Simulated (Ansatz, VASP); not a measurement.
## One calculation of CdH2O2, two programs

The input POSCAR:

```
CdH2O2
1.0
    3.3942030343      0.0000000000      0.0000000000
   -1.6971015172      2.9394662236      0.0000000000
    0.0000000000      0.0000000000      4.4827469374
Cd H O
1 2 2
Direct
    0.0000000000      0.0000000000      0.0000000000
    0.6666666667      0.3333333333      0.5509610000
    0.3333333333      0.6666666667      0.4490390000
    0.6666666667      0.3333333333      0.7593720000
    0.3333333333      0.6666666667      0.2406280000
```

File INCAR.step1:

```
PREC = Accurate ; ENCUT = 520
ISMEAR = 0 ; SIGMA = 0.01
LREAL = F ; LASPH = T
NELM = 80 ; NBANDS = 21
GGA = PE ; ALGO = Normal
EDIFF = 1E-4 ; LWAVE = T
LCHARG = F
```

Contents of INCAR.step2:

```
PREC = Accurate ; ENCUT = 520
EDIFF = 1E-7 ; ISMEAR = 0
SIGMA = 0.01 ; LREAL = F
LASPH = T ; NELM = 80
ALGO = Normal ; ISIF = 2
LWAVE = F ; LCHARG = F
METAGGA = R2SCAN ; LMIXTAU = T
NBANDS = 21 ; ISTART = 1
```

Contents of KPOINTS:

```
Automatic mesh
0
Gamma
  6 6 4
```

Input for Ansatz:

```yaml
crystal:
  lattice:
    - [3.394203034305091, 0.0, 0.0]
    - [-1.6971015171525454, 2.9394662235603013, 0.0]
    - [0.0, 0.0, 4.482746937446862]
  atoms:
    - { symbol: Cd, position: [0.0, 0.0, 0.0] }
    - { symbol: H, position: [0.6666666666666666, 0.3333333333333333, 0.550961] }
    - { symbol: H, position: [0.3333333333333333, 0.6666666666666666, 0.449039] }
    - { symbol: O, position: [0.6666666666666666, 0.3333333333333333, 0.759372] }
    - { symbol: O, position: [0.3333333333333333, 0.6666666666666666, 0.240628] }
basis:
  ecutwfc: 500.0
kpoints:
  mp_grid:
    grid: [6, 6, 4]
hamiltonian:
  xc: r2scan
scf:
  occupations:
    method: fixed
output:
  stress: true
```

Alike in both runs: task single point; functional r2SCAN; k mesh 6 × 6 × 4; no spin polarisation.

|  | VASP | Ansatz |
| --- | --- | --- |
| version | VASP 6.6.1 | Ansatz 0.2.0 |
| potentials or method | VASP PAW PBE potentials, release 64 (Cd, H, O), cutoff 520 eV | plane waves, PAW |
| occupations | gaussian, width 0.01 eV | fixed |
| valence electrons in the cell | 26 | 34 |

```csv
,VASP,Ansatz,Ansatz less VASP
pressure (GPa),16.3,14.7,-1.58
"traceless stress, the component that is largest in VASP (GPa)",5.18,4.54,-0.649
```

VASP's potentials were made for PBE, not for r2SCAN. VASP's potentials hold 26 valence electrons a cell and Ansatz's 34, so a difference there can come from the potentials and not from the codes.
